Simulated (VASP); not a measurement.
# Re (Fd-3m) in VASP: a series of runs, part 2 of 3

VASP 6.6.1. Earlier steps stand in the parts before.

## (4) Single point, LDA (19.78 Å³/atom)

This run uses another cell than the first one, of 19.78 Å³/atom.

INCAR reads:

```
PREC = Accurate
ENCUT = 520
EDIFF = 1E-6
ISMEAR = -1
SIGMA = 0.1
LREAL = F
LASPH = T
NELM = 60
ALGO = Normal
ISIF = 2
LWAVE = F
LCHARG = T
GGA = CA
LELF = T
LVHAR = T
NBANDS = 14
```

KPOINTS reads:

```
Automatic mesh
0
Gamma
  11 11 11
```

POSCAR reads:

```
Re
1.0
    0.0000000000      2.7046150222      2.7046150222
    2.7046150222      0.0000000000      2.7046150222
    2.7046150222      2.7046150222      0.0000000000
Re
2
Direct
    0.1250000000      0.1250000000      0.1250000000
    0.8750000000      0.8750000000      0.8750000000
```

Potentials or basis: VASP PAW LDA potentials, release 64 (Re).

Launch:

```sh
$ cat potpaw_LDA.64/Re/POTCAR > POTCAR
$ mpirun -np 1 vasp_std > vasp.out
```

OUTCAR:

```text
PREC = Accurate
   ENCUT = 520
   EDIFF = 1E-6
   ISMEAR = -1
   LREAL = F
   LASPH = T
   NELM = 60
   ISIF = 2
   GGA = CA

 ion  position               nearest neighbor table
   1  0.125  0.125  0.125-   2 2.34   2 2.34   2 2.34   2 2.34
   2  0.875  0.875  0.875-   1 2.34   1 2.34   1 2.34   1 2.34

  LATTYP: Found a face centered cubic cell.
 ALAT       =     5.4092300444

  Lattice vectors:

 A1 = (   0.0000000000,   2.7046150222,   2.7046150222)
 A2 = (   2.7046150222,   0.0000000000,   2.7046150222)
 A3 = (   2.7046150222,   2.7046150222,   0.0000000000)

Analysis of symmetry for initial positions (statically):
=====================================================================
 Subroutine PRICEL returns:
 Original cell was already a primitive cell.

 Routine SETGRP: Setting up the symmetry group for a
 face centered cubic supercell.

 Subroutine GETGRP returns: Found 48 space group operations
 (whereof 12 operations were pure point group operations)
 out of a pool of 48 trial point group operations.

The static configuration has the point symmetry D_3d.
 The point group associated with its full space group is O_h .

Analysis of symmetry for dynamics (positions and initial velocities):
=====================================================================
 Subroutine PRICEL returns:
 Original cell was already a primitive cell.

 Routine SETGRP: Setting up the symmetry group for a
 face centered cubic supercell.

 Subroutine GETGRP returns: Found 48 space group operations
 (whereof 12 operations were pure point group operations)
 out of a pool of 48 trial point group operations.

The dynamic configuration has the point symmetry D_3d.
 The point group associated with its full space group is O_h .

 Subroutine INISYM returns: Found 48 space group operations
 (whereof 12 operations are pure point group operations),
 and found     1 'primitive' translations

----------------------------------------------------------------------------------------

                                     Primitive cell

  volume of cell :      39.5682

  direct lattice vectors                    reciprocal lattice vectors
     0.000000000  2.704615022  2.704615022    -0.184869194  0.184869194  0.184869194
     2.704615022  0.000000000  2.704615022     0.184869194 -0.184869194  0.184869194
     2.704615022  2.704615022  0.000000000     0.184869194  0.184869194 -0.184869194

  length of vectors
     3.824903245  3.824903245  3.824903245     0.320202837  0.320202837  0.320202837

  position of ions in fractional coordinates (direct lattice)
     0.125000000  0.125000000  0.125000000
     0.875000000  0.875000000  0.875000000

  ion indices of the primitive-cell ions
   primitive index   ion index
                 1           1
                 2           2

----------------------------------------------------------------------------------------

 KPOINTS: Automatic mesh

Automatic generation of k-mesh.
 Grid dimensions read from file:
 generate k-points for:   11   11   11

 Generating k-lattice:

  Cartesian coordinates                     Fractional coordinates (reciprocal lattice)
    -0.016806290  0.016806290  0.016806290     0.090909091  0.000000000  0.000000000
     0.016806290 -0.016806290  0.016806290     0.000000000  0.090909091  0.000000000
     0.016806290  0.016806290 -0.016806290     0.000000000  0.000000000  0.090909091

  Length of vectors
     0.029109349  0.029109349  0.029109349

  Shift w.r.t. Gamma in fractional coordinates (k-lattice)
     0.000000000  0.000000000  0.000000000

 Subroutine IBZKPT returns following result:
 ===========================================

 Found     56 irreducible k-points:

 Following reciprocal coordinates:
            Coordinates               Weight
  0.000000  0.000000  0.000000      1.000000
  0.090909  0.000000  0.000000      8.000000
  0.181818  0.000000  0.000000      8.000000
  0.272727  0.000000  0.000000      8.000000
  0.363636  0.000000  0.000000      8.000000
  0.454545  0.000000  0.000000      8.000000
[... 16 lines left out ...]
 -0.272727  0.181818  0.000000     24.000000
 -0.181818  0.181818  0.000000     12.000000
 [... further k-points ...]
   k-points           NKPTS =     56   k-points in BZ     NKDIM =     56   number of bands    NBANDS=     14
   number of dos      NEDOS =    301   number of ions     NIONS =      2
   total plane-waves  NPLWV =  21952
   dimension x,y,z NGX =    28 NGY =   28 NGZ =   28
   dimension x,y,z NGXF=    56 NGYF=   56 NGZF=   56
   ions per type =               2
   NGX,Y,Z   is equivalent  to a cutoff of  12.17, 12.17, 12.17 a.u.
   NGXF,Y,Z  is equivalent  to a cutoff of  24.34, 24.34, 24.34 a.u.
 SYSTEM =  unknown system
   PREC   = accura    normal or accurate (medium, high low for compatibility)
   ISTART =      0    job   : 0-new  1-cont  2-samecut
   ICHARG =      2    charge: 1-file 2-atom 10-const
   ISPIN  =      1    spin polarized calculation?
   LNONCOLLINEAR =      F non collinear calculations
   LSORBIT =      F    spin-orbit coupling
   LASPH  =      T    aspherical Exc in radial PAW
   ENCUT  =  520.0 eV  38.22 Ry    6.18 a.u.   7.11  7.11  7.11*2*pi/ulx,y,z
   NELM   =     60;   NELMIN=  2; NELMDL= -5     # of ELM steps
   EDIFF  = 0.1E-05   stopping-criterion for ELM
   LREAL  =      F    real-space projection
[... 7 lines left out ...]
   TEBEG  =    0.0;   TEEND  =   0.0 temperature during run
   PSTRESS=    0.0 pullay stress
   NELECT =      14.0000    total number of electrons
   NUPDOWN=      -1.0000    fix difference up-down
   EMIN   =  10.00;   EMAX   =-10.00  energy-range for DOS
   EFERMI =   0.00;   METHOD = LEGACY
   ISMEAR =    -1;   SIGMA  =   0.10  broadening in eV -4-tet -1-fermi 0-gaus
   EFERMI_NEDOS =   21; number of points for ismear=-14 and -15
   IALGO  =     38    algorithm
   IMIX   =      4    mixing-type and parameters
     AMIX     =   0.40;   BMIX     =  1.00
     AMIX_MAG =   1.60;   BMIX_MAG =  1.00
  volume/ion in A,a.u.               =      19.78       133.51
  Fermi-wavevector in a.u.,A,eV,Ry     =   1.157894  2.188102 18.241576  1.340718
  Thomas-Fermi vector in A             =   2.294501
   LORBIT       =      0    0 simple, 1 ext, 2 COOP (PROOUT), +10 PAW based schemes
   GGA     = CA    functional components
   LHFCALC =     F    Hartree Fock is set to
   AEXX    =    0.0000 exact exchange contribution
   IVDW    =     0    specifies the selected vdW correction
   LEPSILON=     F    determine dielectric tensor
   LRPA    =     F    only Hartree local field effects (RPA)
 non-spin polarized calculation
  energy-cutoff  :      520.00
  volume of cell :       39.57
 maximum number of plane-waves:      1074
   NGX = 15   NGY = 15   NGZ = 15

 number of electron      14.0000001 magnetization

 Free energy of the ion-electron system (eV)
  ---------------------------------------------------
  ext. energy  EPLUGINS =         0.00000000
  ---------------------------------------------------
  free energy    TOTEN  =       -23.92117704 eV

  energy without entropy =      -23.88482934  energy(sigma->0) =      -23.90300319

 E-fermi :   4.5294     XC(G=0): -11.8243

 val. band max:        4.5231401557   @ k =  -0.3636   0.4545   0.1818
 cond. band min:       4.5698020645   @ k =  -0.0909   0.0909   0.0000
 fundamental gap:      0.0466619088
 Fermi energy:         4.5294254868

 k-point     1 :       0.0000    0.0000    0.0000
  band No.  band energies     occupation
      1      -2.9235      2.00000
      2       0.8665      2.00000
      3       0.8665      2.00000
      4       2.0076      2.00000
      5       2.0076      2.00000
      6       2.0076      2.00000
      7       5.2310      0.00179
      8       5.2310      0.00179
      9       5.2310      0.00179
     10       9.3937      0.00000
     11       9.3937      0.00000
     12      16.1659      0.00000
     13      16.9631      0.00000
     14      17.7942      0.00000

 k-point     2 :       0.0909    0.0000    0.0000
  band No.  band energies     occupation
      1      -2.7498      2.00000
      2       0.7845      2.00000
      3       0.7845      2.00000
      4       1.9768      2.00000
      5       2.1675      2.00000
      6       2.1675      2.00000
      7       4.9684      0.02451
      8       5.1977      0.00250
      9       5.1977      0.00250
     10       9.3671      0.00000
[... 362 lines left out ...]
 k-point    24 :      -0.1818    0.1818    0.0000
  band No.  band energies     occupation
      1      -1.2626      2.00000
      2       0.3323      2.00000
      3       1.0371      2.00000
      4       1.4596      2.00000
      5       2.1345      2.00000
      6       3.2337      2.00000
      7       4.0902      1.97556
      8       4.6363      0.51133
      9       5.8699      0.00000
     10       8.0423      0.00000
     11       9.7103      0.00000
     12      13.6705      0.00000
     13      14.2116      0.00000
     14      15.9030      0.00000

 [... further k-points ...]
[... 5 lines left out ...]
  --------------------------------------------------------------------------------------
  -------------------------------------------------------------------------------------
  Total        4.2601044      4.2601044      4.2601044      0.0000000     -0.0000000      0.0000000
  in kB      172.4981587    172.4981587    172.4981587      0.0000000     -0.0000000      0.0000000
  external PRESSURE =     172.4981587 kB  Pullay stress =       0.0000000 kB

 VOLUME and BASIS-vectors are now :
 -----------------------------------------------------------------------------
  energy-cutoff  :      520.00
  volume of cell :       39.57
      direct lattice vectors                 reciprocal lattice vectors
     0.000000000  2.704615022  2.704615022    -0.184869194  0.184869194  0.184869194
     2.704615022  0.000000000  2.704615022     0.184869194 -0.184869194  0.184869194
     2.704615022  2.704615022  0.000000000     0.184869194  0.184869194 -0.184869194

 POSITION                                       TOTAL-FORCE (eV/Angst)
 -----------------------------------------------------------------------------------
      0.67615      0.67615      0.67615         0.000000      0.000000      0.000000
      4.73308      4.73308      4.73308        -0.000000     -0.000000     -0.000000
 -----------------------------------------------------------------------------------
    total drift:                                0.000000     -0.000000     -0.000000

  FREE ENERGIE OF THE ION-ELECTRON SYSTEM (eV)
  ---------------------------------------------------
  free  energy   TOTEN  =       -23.9211770405 eV

  energy  without entropy=      -23.8848293379  energy(sigma->0) =      -23.90300319
```

OSZICAR:

```text
N       E                     dE             d eps       ncg     rms          rms(c)
DAV:   1     0.726426860219E+02    0.72643E+02   -0.57998E+03  1818   0.969E+02
DAV:   2    -0.178490446145E+02   -0.90492E+02   -0.74884E+02  2434   0.326E+02
DAV:   3    -0.244126660918E+02   -0.65636E+01   -0.58983E+01  2658   0.102E+02
DAV:   4    -0.245352089744E+02   -0.12254E+00   -0.12194E+00  2310   0.115E+01
DAV:   5    -0.245359101071E+02   -0.70113E-03   -0.70103E-03  2626   0.144E+00    0.356E+01
DAV:   6    -0.241158380213E+02    0.42007E+00   -0.16384E-01  2706   0.553E+00    0.189E+01
DAV:   7    -0.239253978585E+02    0.19044E+00   -0.16231E-01  2668   0.507E+00    0.832E-01
DAV:   8    -0.239210746515E+02    0.43232E-02   -0.76380E-03  2440   0.711E-01    0.634E-02
DAV:   9    -0.239211521613E+02   -0.77510E-04   -0.18972E-04  2228   0.124E-01    0.418E-02
DAV:  10    -0.239211752445E+02   -0.23083E-04   -0.12159E-05  2628   0.724E-02    0.207E-02
DAV:  11    -0.239211771104E+02   -0.18659E-05   -0.19062E-06  1826   0.179E-02    0.240E-03
DAV:  12    -0.239211770405E+02    0.69868E-07   -0.17595E-07  1144   0.822E-03
   1 F= -.23921177E+02 E0= -.23903003E+02  d E =-.363477E-01
```

It took 19 s on 1 thread of Intel Xeon Platinum 8488C (Sapphire Rapids), shared host; peak memory 0.15 GiB.

Results:

```
Free energy            : -23.9212 eV
Pressure               : 17.2 GPa
Band gap on the k mesh : zero (bands 7 and 8 overlap by 1.25 eV)
```

Levels at points of the mesh, in eV from the Fermi level:
| k point | band 4 | band 5 | band 6 | band 7 | band 8 | band 9 | band 10 | band 11 |
| --- | --- | --- | --- | --- | --- | --- | --- | --- |
| (0.00, 0.00, 0.00) | -2.52 | -2.52 | -2.52 | 0.70 | 0.70 | 0.70 | 4.86 | 4.86 |

Caveat: the cell stands under pressure; spin-orbit coupling is left out, which moves the levels of the heavy elements.

## (5) Single point, LDA (20.64 Å³/atom)

This run uses another cell than the first one, of 20.64 Å³/atom.

INCAR reads:

```
ALGO = Normal
EDIFF = 1E-6
ENCUT = 520
ISIF = 2
ISMEAR = -1
LASPH = True
LCHARG = False
LREAL = False
LWAVE = False
NBANDS = 14
NELM = 60
PREC = Accurate
SIGMA = 0.1
```

KPOINTS reads:

```
k-points
0
Gamma
  11 11 11
```

POSCAR reads:

```
Re
1.0
    0.0000000000      2.7432576005      2.7432576005
    2.7432576005      0.0000000000      2.7432576005
    2.7432576005      2.7432576005      0.0000000000
Re
2
Direct
    0.1250000000      0.1250000000      0.1250000000
    0.8750000000      0.8750000000      0.8750000000
```

Launch:

```sh
$ cat potpaw_LDA.64/Re/POTCAR > POTCAR
$ mpirun -np 1 vasp_std > vasp.out
```

It took 26 s on 1 thread of Intel Xeon Platinum 8488C (Sapphire Rapids), shared host; peak memory 0.16 GiB.

It converged, with:

```yaml
Free_energy: -24.0497 eV
Pressure: 6.9 GPa
Band_gap_on_the_k_mesh: zero (bands 7 and 8 overlap by 1.21 eV)
```

Levels at points of the mesh, in eV from the Fermi level:
```csv
k point,band 4,band 5,band 6,band 7,band 8,band 9,band 10,band 11
"(0.00, 0.00, 0.00)",-2.43,-2.43,-2.43,0.67,0.67,0.67,4.59,4.59
```

Caveat: the cell stands under pressure; spin-orbit coupling is left out, which moves the levels of the heavy elements.

(Continued in part 3 of 3.)

The gap in the log of VASP goes by the Fermi energy; the results here count the filled bands.